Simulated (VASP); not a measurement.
The system is ZrO2.

```
Zr O
1.0
     0.00000    2.53199    2.53199
     2.53199    0.00000    2.53199
     2.53199    2.53199    0.00000
Zr O
1 2
Direct
  0.00000 0.00000 0.00000
  0.25000 0.25000 0.25000
  0.75000 0.75000 0.75000
```

This cell differs from its parent crystal: strain -0.5%.

Base run:

- Program: VASP 6.6.1
- Functional: r2SCAN
- Potentials or basis: VASP PAW PBE potentials, release 64 (Zr_sv, O)
- Cutoff: 660 eV
- k mesh: 8 × 8 × 8
- Occupations: gaussian, width 0.01 eV
- Spin: no spin polarisation

Its results: band gap on the k mesh 3.92 eV (least direct gap 4.33 eV); pressure 4.0 GPa.

Problem. The run is repeated on the same cell with these changes: functional from r2SCAN to PBE; cutoff from 660 eV to 600 eV; occupations from gaussian, width 0.01 eV to fermi-dirac, width 0.02 eV. What comes out?

Solution. Band gap on the k mesh 3.40 eV (least direct gap 3.85 eV); pressure 7.8 GPa.

Caveats: the cell stands under pressure; the PAW data sets were made with another functional, which shifts forces and pressure a little (at least some runs).

A k mesh can miss the band edges.
